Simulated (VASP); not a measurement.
## Si5Mo: single point with PBE

Si5Mo:

```
Si Mo
1.0
     2.94911    0.00000    0.00000
    -1.47455    2.55400    0.00000
     0.00000    0.00000   11.86844
Si Mo
5 1
Cartesian
  1.4746 0.8513 9.9374
  0.0000 0.0000 7.9618
  1.4746 0.8513 5.9342
  0.0000 0.0000 3.9066
  1.4746 0.8513 1.9310
  0.0000 0.0000 0.0000
```

The cell was built from a structure type or drawn by symmetry, and may not be a known phase.

```json
{
 "Program": "VASP 6.6.1",
 "Task": "single point",
 "Functional": "PBE",
 "Potentials or basis": "VASP PAW PBE potentials, release 64 (Si, Mo_sv)",
 "Cutoff": "520 eV",
 "k mesh": "6 × 6 × 2",
 "Occupations": "gaussian, width 0.1 eV",
 "Spin": "no spin polarisation"
}
```

- Pressure: 0.1 GPa
- Largest force: 0.020 eV/Å
- Band gap on the k mesh: zero (bands 17 and 18 overlap by 4.33 eV)

Forces on the atoms (eV/Å):
```
Si   0.000  0.000  0.002
Si   0.000  0.000 -0.020
Si   0.000  0.000  0.000
Si   0.000  0.000  0.020
Si   0.000  0.000 -0.002
Mo   0.000  0.000  0.000
```

Levels at points of the mesh, in eV from the Fermi level:
| k point | band 14 | band 15 | band 16 | band 17 | band 18 | band 19 | band 20 | band 21 |
| --- | --- | --- | --- | --- | --- | --- | --- | --- |
| (0.00, 0.00, 0.00) | -0.62 | 0.97 | 0.97 | 3.18 | 5.42 | 5.42 | 6.21 | 6.21 |
| (0.50, 0.00, 0.00) | -2.03 | -1.84 | -1.31 | -0.59 | 1.14 | 1.49 | 2.65 | 2.72 |
| (0.00, 0.00, 0.50) | -0.55 | 0.97 | 0.97 | 2.69 | 5.48 | 5.48 | 6.06 | 6.06 |
| (0.50, 0.00, 0.50) | -3.40 | -1.09 | -0.66 | -0.59 | 0.52 | 1.71 | 1.87 | 2.09 |

Wall time 41 s on 1 thread of Intel(R) Xeon(R) 6975P-C (Granite Rapids) (shared host), peak memory 0.21 GiB.

Caveat: the k points lie up to 0.41 Å⁻¹ apart, too coarse for converged energies and pressures of a metal.
